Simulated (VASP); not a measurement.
Crystal: PbSe (base).

```xyz
2
Lattice="0.0000 3.0908 3.0908 3.0908 0.0000 3.0908 3.0908 3.0908 0.0000" Properties=species:S:1:pos:R:3 pbc="T T T"
Pb    0.0000    0.0000    0.0000
Se    3.0908    3.0908    3.0908
```

```yaml
Program: VASP 6.6.1
Task: relaxation of cell and atoms
Functional: PBEsol
Potentials_or_basis: VASP PAW PBE potentials, release 64 (Pb_d, Se)
Cutoff: 500 eV
k_mesh: 10 × 10 × 10
Occupations: gaussian, width 0.01 eV
Spin: no spin polarisation
```

At the start: pressure -1.9 GPa; volume 29.53 Å³/atom.

Q: Where does the relaxation end?

A: Over 3 steps the energy falls by 6.8 meV/atom and the volume is 28.41 Å³/atom (-3.8 %); space group Fm-3m (No. 225, to 0.05 Å).

Step by step:
```
step  energy change (eV)  largest force (eV/Å)  pressure (GPa)  volume (Å³)
   1              0.0000                0.0000           -1.90        59.05
   2             -0.0121                0.0000            0.70        56.11
   3             -0.0137                0.0000            0.00        56.83
```

Final structure:
```yaml
crystal:
  lattice:
    - [0.00000, 3.05143, 3.05143]
    - [3.05143, 0.00000, 3.05143]
    - [3.05143, 3.05143, 0.00000]
  atoms:
    - { symbol: Pb, position: [0.00000, 0.00000, 0.00000] }
    - { symbol: Se, position: [0.50000, 0.50000, 0.50000] }
```

Caveat: the PAW data sets were made with another functional, which shifts forces and pressure a little.
